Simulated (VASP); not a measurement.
# N2 in VASP: a series of runs

The runs below take N2 through single point, relaxation of the atoms, with PBEsol.

Program: VASP 6.6.1. These are calculated values, not measurements. Logs are shortened: lines on timing, memory, paths and dates and some standing lists are left out, and cuts for length are marked.

### Step 1. The cell of the first run

The cell holds a molecule in a box, 2 atoms: a = 9.000 Å, b = 9.500 Å, c = 10.000 Å, α = 90.00°, β = 90.00°, γ = 90.00°.

### Step 2. Single point, PBEsol

The input, INCAR:

```
SYSTEM = N
ALGO     = Normal         ! electronic algorithm
EDIFF    = 1E-6           ! SCF threshold, eV
ENCUT    = 520            ! plane-wave cutoff, eV
GGA      = PS             ! functional
ISIF     = 2              ! what is computed and relaxed
ISMEAR   = 1              ! smearing method
LASPH    = .True.         ! aspherical terms in the spheres
LCHARG   = .False.        ! write CHGCAR
LREAL    = .False.        ! projectors in reciprocal space
LWAVE    = .False.        ! write WAVECAR
NBANDS   = 12             ! bands
NELM     = 60             ! most SCF steps
PREC     = Accurate       ! precision mode
SIGMA    = 0.02           ! smearing width, eV
```

The input, KPOINTS:

```
k-points
0
Gamma
  1 1 1
  0 0 0
```

The input, POSCAR:

```
N
1.0
    9.0000000000      0.0000000000      0.0000000000
    0.0000000000      9.5000000000      0.0000000000
    0.0000000000      0.0000000000     10.0000000000
N
2
Direct
    0.5000000000      0.5000000000      0.4450042062
    0.5000000000      0.5000000000      0.5549957938
```

Potentials or basis: VASP PAW PBE potentials, release 64 (N).

Launch:

```console
$ cat potpaw_PBE.64/N/POTCAR > POTCAR
$ mpirun -np 1 vasp_gam > vasp.out
```

OUTCAR:

```text
SYSTEM = N
   EDIFF = 1E-6
   ENCUT = 520
   GGA = PS
   ISIF = 2
   ISMEAR = 1
   LASPH = .True.
   LREAL = .False.
   NELM = 60
   PREC = Accurate

 ion  position               nearest neighbor table
   1  0.500  0.500  0.445-   2 1.10
   2  0.500  0.500  0.555-   1 1.10

  LATTYP: Found a simple orthorhombic cell.
 ALAT       =     9.0000000000
 B/A-ratio  =     1.0555555556
 C/A-ratio  =     1.1111111111

  Lattice vectors:

 A1 = (   9.0000000000,   0.0000000000,   0.0000000000)
 A2 = (   0.0000000000,   9.5000000000,   0.0000000000)
 A3 = (   0.0000000000,   0.0000000000,  10.0000000000)

Analysis of symmetry for initial positions (statically):
=====================================================================
 Subroutine PRICEL returns:
 Original cell was already a primitive cell.

 Routine SETGRP: Setting up the symmetry group for a
 simple orthorhombic supercell.

 Subroutine GETGRP returns: Found  8 space group operations
 (whereof  8 operations were pure point group operations)
 out of a pool of  8 trial point group operations.

The static configuration has the point symmetry D_2h.

Analysis of symmetry for dynamics (positions and initial velocities):
=====================================================================
 Subroutine PRICEL returns:
 Original cell was already a primitive cell.

 Routine SETGRP: Setting up the symmetry group for a
 simple orthorhombic supercell.

 Subroutine GETGRP returns: Found  8 space group operations
 (whereof  8 operations were pure point group operations)
 out of a pool of  8 trial point group operations.

The dynamic configuration has the point symmetry D_2h.

 Subroutine INISYM returns: Found  8 space group operations
 (whereof  8 operations are pure point group operations),
 and found     1 'primitive' translations

----------------------------------------------------------------------------------------

                                     Primitive cell

  volume of cell :     855.0000

  direct lattice vectors                    reciprocal lattice vectors
     9.000000000  0.000000000  0.000000000     0.111111111  0.000000000  0.000000000
     0.000000000  9.500000000  0.000000000     0.000000000  0.105263158  0.000000000
     0.000000000  0.000000000 10.000000000     0.000000000  0.000000000  0.100000000

  length of vectors
[... 57 lines left out ...]
   NELM   =     60;   NELMIN=  2; NELMDL= -5     # of ELM steps
   EDIFF  = 0.1E-05   stopping-criterion for ELM
   LREAL  =      F    real-space projection
   EDIFFG = 0.1E-04   stopping-criterion for IOM
   NSW    =      0    number of steps for IOM
   IBRION =     -1    ionic relax: 0-MD 1-quasi-New 2-CG
   NFREE  =      0    steps in history (QN), initial steepest desc. (CG)
   ISIF   =      2    stress and relaxation
   ISYM   =      2    0-nonsym 1-usesym 2-fastsym
   POTIM  = 0.5000    time-step for ionic-motion
   TEBEG  =    0.0;   TEEND  =   0.0 temperature during run
   PSTRESS=    0.0 pullay stress
   NELECT =      10.0000    total number of electrons
   NUPDOWN=      -1.0000    fix difference up-down
   EMIN   =  10.00;   EMAX   =-10.00  energy-range for DOS
   EFERMI =   0.00;   METHOD = LEGACY
   ISMEAR =     1;   SIGMA  =   0.02  broadening in eV -4-tet -1-fermi 0-gaus
   EFERMI_NEDOS =   21; number of points for ismear=-14 and -15
   IALGO  =     38    algorithm
   IMIX   =      4    mixing-type and parameters
     AMIX     =   0.40;   BMIX     =  1.00
     AMIX_MAG =   1.60;   BMIX_MAG =  1.00
  volume/ion in A,a.u.               =     427.50      2884.91
  Fermi-wavevector in a.u.,A,eV,Ry     =   0.371609  0.702239  1.878872  0.138093
  Thomas-Fermi vector in A             =   1.299861
   LORBIT       =      0    0 simple, 1 ext, 2 COOP (PROOUT), +10 PAW based schemes
   GGA     = PS    functional components
   LHFCALC =     F    Hartree Fock is set to
   AEXX    =    0.0000 exact exchange contribution
   IVDW    =     0    specifies the selected vdW correction
   LEPSILON=     F    determine dielectric tensor
   LRPA    =     F    only Hartree local field effects (RPA)
 non-spin polarized calculation
 Methfessel and Paxton  Order N= 1 SIGMA  =   0.02
  energy-cutoff  :      520.00
  volume of cell :      855.00
 maximum number of plane-waves:     11510
 NGX is ok and might be reduce to    70
   NGX = 33   NGY = 35   NGZ = 37

 number of electron      10.0000000 magnetization

 Free energy of the ion-electron system (eV)
  ---------------------------------------------------
  ext. energy  EPLUGINS =         0.00000000
  ---------------------------------------------------
  free energy    TOTEN  =       -17.04933662 eV

  energy without entropy =      -17.05049620  energy(sigma->0) =      -17.04972315

 E-fermi :  -9.9717     XC(G=0):  -0.6711

 val. band max:       -9.9885620885   @ k =   0.0000   0.0000   0.0000
 cond. band min:      -1.7997197040   @ k =   0.0000   0.0000   0.0000
 fundamental gap:      8.1888423845
 Fermi energy:        -9.9717244441

 k-point     1 :       0.0000    0.0000    0.0000
  band No.  band energies     occupation
      1     -28.1739      2.00000
      2     -13.1916      2.00000
      3     -11.4968      2.00000
      4     -11.4968      2.00000
      5      -9.9886      2.00000
      6      -1.7997      0.00000
      7      -1.7993      0.00000
      8      -0.1611      0.00000
      9       1.2330      0.00000
     10       1.3076      0.00000
     11       1.3142      0.00000
     12       1.5557      0.00000

------------------------ aborting loop because EDIFF is reached ----------------------------------------

  FORCE on cell =-STRESS in cart. coord.  units (eV):
  Direction    XX          YY          ZZ          XY          YZ          ZX
  --------------------------------------------------------------------------------------
  -------------------------------------------------------------------------------------
  Total       -0.0588022     -0.0570510      1.9737521     -0.0000000      0.0000000      0.0000000
  in kB       -0.1101889     -0.1069073      3.6985975     -0.0000000      0.0000000      0.0000000
  external PRESSURE =       1.1605004 kB  Pullay stress =       0.0000000 kB

 VOLUME and BASIS-vectors are now :
 -----------------------------------------------------------------------------
  energy-cutoff  :      520.00
  volume of cell :      855.00
      direct lattice vectors                 reciprocal lattice vectors
     9.000000000  0.000000000  0.000000000     0.111111111  0.000000000  0.000000000
     0.000000000  9.500000000  0.000000000     0.000000000  0.105263158  0.000000000
     0.000000000  0.000000000 10.000000000     0.000000000  0.000000000  0.100000000

 POSITION                                       TOTAL-FORCE (eV/Angst)
 -----------------------------------------------------------------------------------
      4.50000      4.75000      4.45004         0.000000      0.000000     -1.877788
      4.50000      4.75000      5.54996         0.000000      0.000000      1.877788
 -----------------------------------------------------------------------------------
    total drift:                                0.000000      0.000000      0.000000

  FREE ENERGIE OF THE ION-ELECTRON SYSTEM (eV)
  ---------------------------------------------------
  free  energy   TOTEN  =       -17.0493366193 eV

  energy  without entropy=      -17.0504962004  energy(sigma->0) =      -17.04972315
```

OSZICAR:

```text
N       E                     dE             d eps       ncg     rms          rms(c)
DAV:   1     0.115334337185E+03    0.11533E+03   -0.21645E+03    24   0.440E+02
DAV:   2     0.264557160121E+02   -0.88879E+02   -0.88081E+02    44   0.672E+01
DAV:   3    -0.144322501826E+02   -0.40888E+02   -0.40758E+02    32   0.798E+01
DAV:   4    -0.179086194660E+02   -0.34764E+01   -0.34759E+01    40   0.344E+01
DAV:   5    -0.179138932801E+02   -0.52738E-02   -0.52738E-02    32   0.122E+00    0.801E+00
DAV:   6    -0.172225363232E+02    0.69136E+00   -0.90306E-01    24   0.622E+00    0.457E+00
DAV:   7    -0.170524267432E+02    0.17011E+00   -0.69088E-01    32   0.534E+00    0.113E+00
DAV:   8    -0.170453975730E+02    0.70292E-02   -0.48575E-02    24   0.154E+00    0.176E-01
DAV:   9    -0.170454918920E+02   -0.94319E-04   -0.19096E-03    32   0.307E-01    0.870E-02
DAV:  10    -0.170467177578E+02   -0.12259E-02   -0.21479E-04    28   0.931E-02    0.379E-02
DAV:  11    -0.170474328279E+02   -0.71507E-03   -0.19001E-04    24   0.710E-02    0.199E-02
DAV:  12    -0.170488216866E+02   -0.13889E-02   -0.17098E-04    32   0.576E-02    0.219E-02
DAV:  13    -0.170489309514E+02   -0.10926E-03   -0.54184E-06    32   0.118E-02    0.525E-03
DAV:  14    -0.170492562545E+02   -0.32530E-03   -0.19661E-05    24   0.185E-02    0.239E-03
DAV:  15    -0.170493110420E+02   -0.54788E-04   -0.21884E-06    32   0.651E-03    0.220E-03
DAV:  16    -0.170493330899E+02   -0.22048E-04   -0.98107E-07    28   0.493E-03    0.716E-04
DAV:  17    -0.170493360225E+02   -0.29326E-05   -0.11136E-07    28   0.185E-03    0.321E-04
DAV:  18    -0.170493366193E+02   -0.59683E-06   -0.86363E-08    28   0.110E-03
   1 F= -.17049337E+02 E0= -.17049723E+02  d E =0.115958E-02
```

stdout:

```text
POSCAR found type information on POSCAR N
 POSCAR found :  1 types and       2 ions
 scaLAPACK will be used
 -----------------------------------------------------------------------------
|                                                                             |
|                                                                             |
|     You enforced a specific xc type in the INCAR file but a different       |
|     I HOPE YOU KNOW WHAT YOU ARE DOING!                                     |
|                                                                             |
 -----------------------------------------------------------------------------

 LDA part: xc-table for (Slater+PW92), standard interpolation
 POSCAR, INCAR and KPOINTS ok, starting setup
 FFT: planning ... GRIDC
 FFT: planning ... GRID_SOFT
 FFT: planning ... GRID
 WAVECAR not read
 entering main loop
```

Run time: 40 s. Hardware: 1 thread of Intel Xeon Platinum 8259CL at 2.50GHz (Skylake/Cascade Lake), shared host; peak memory 0.73 GiB.

Results:

```
Free energy                     : -17.0493 eV
Largest force                   : 1.878 eV/Å
Gap between the frontier levels : 8.19 eV
```

Forces in eV/Å, atoms in the order of the input:
```
N    0.000  0.000 -1.878
N    0.000  0.000  1.878
```

Caveat: the standard files for N, O and F lose accuracy on very short bonds; the PAW data sets were made with another functional, which shifts forces and pressure a little.

### Step 3. Relaxation of the atoms, PBEsol

The input, INCAR:

```
SYSTEM = N
PREC = Accurate
ENCUT = 520
EDIFF = 1E-7
ISMEAR = 1
SIGMA = 0.02
LREAL = .False.
LASPH = .True.
NELM = 80
ALGO = Normal
ISIF = 2
LWAVE = .False.
LCHARG = .False.
GGA = PS
IBRION = 2
NSW = 80
EDIFFG = -0.03
```

The input, KPOINTS:

```
regular mesh
0
Gamma
  1 1 1
  0 0 0
```

The input, POSCAR:

```
N
1.0
    9.0000000000      0.0000000000      0.0000000000
    0.0000000000      9.5000000000      0.0000000000
    0.0000000000      0.0000000000     10.0000000000
N
2
Direct
    0.5000000000      0.5000000000      0.4445000000
    0.5000000000      0.5000000000      0.5555000000
```

Potentials or basis: VASP PAW PBE potentials, release 64 (N).

Launch:

```console
$ cat potpaw_PBE.64/N/POTCAR > POTCAR
$ mpirun -np 1 vasp_gam > vasp.out
```

It took 1.7 min on 1 thread of Intel Xeon Platinum 8259CL at 2.50GHz (Skylake/Cascade Lake), shared host; peak memory 0.79 GiB.

It converged, with:

- Free energy: -17.0602 eV
- Energy gained by relaxing: 0.1 meV/atom
- Ionic steps: 3
- Gap between the frontier levels: 8.05 eV

Step by step:
| step | energy change (eV) | largest force (eV/Å) | pressure (GPa) |
| --- | --- | --- | --- |
| 1 | 0.0000 | 0.2544 | 0.01 |
| 2 | 0.0376 | 3.2056 | -0.24 |
| 3 | -0.0002 | 0.0004 | -0.01 |

Final structure:
```yaml
crystal:
  lattice:
    - [9.00000, 0.00000, 0.00000]
    - [0.00000, 9.50000, 0.00000]
    - [0.00000, 0.00000, 10.00000]
  atoms:
    - { symbol: N, position: [0.50000, 0.50000, 0.44442] }
    - { symbol: N, position: [0.50000, 0.50000, 0.55558] }
```

Levels at points of the mesh, in eV from the valence-band top:
```csv
k point,band 1,band 2,band 3,band 4,band 5,band 6,band 7,band 8,band 9
"(0.00, 0.00, 0.00)",-18.01,-3.29,-1.42,-1.42,0.00,8.05,8.05,9.82,11.21
```

Caveat: the standard files for N, O and F lose accuracy on very short bonds; the PAW data sets were made with another functional, which shifts forces and pressure a little.
